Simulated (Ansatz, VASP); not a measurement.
**Two plane-wave programs on Cu**

```
CELL_PARAMETERS angstrom
0.00000 1.82690 1.82690
1.82690 0.00000 1.82690
1.82690 1.82690 0.00000
ATOMIC_POSITIONS crystal
Cu 0.00000 0.00000 0.00000
```

Change from the starting cell: volume scaled by 1.02, PAW files.

Alike in both runs: task electric field gradients; functional PBE; k mesh 20 × 20 × 20; occupations fermi-dirac, width 0.03 eV; no spin polarisation.

|  | VASP | Ansatz |
| --- | --- | --- |
| version | VASP 6.6.1 | Ansatz 0.2.0 |
| potentials or method | VASP PAW PBE potentials, release 64 (Cu) | PAW with Ansatz's default frozen-core files, scalar-relativistic |
| plane-wave cutoff (eV) | 520 | 420 |
| valence electrons in the cell | 11 | 19 |

```csv
,VASP,Ansatz,Ansatz less VASP
pressure (GPa),-2.1,-2.7,-0.53
```

VASP's potentials hold 11 valence electrons a cell and Ansatz's 19, so a difference there can come from the potentials and not from the codes.
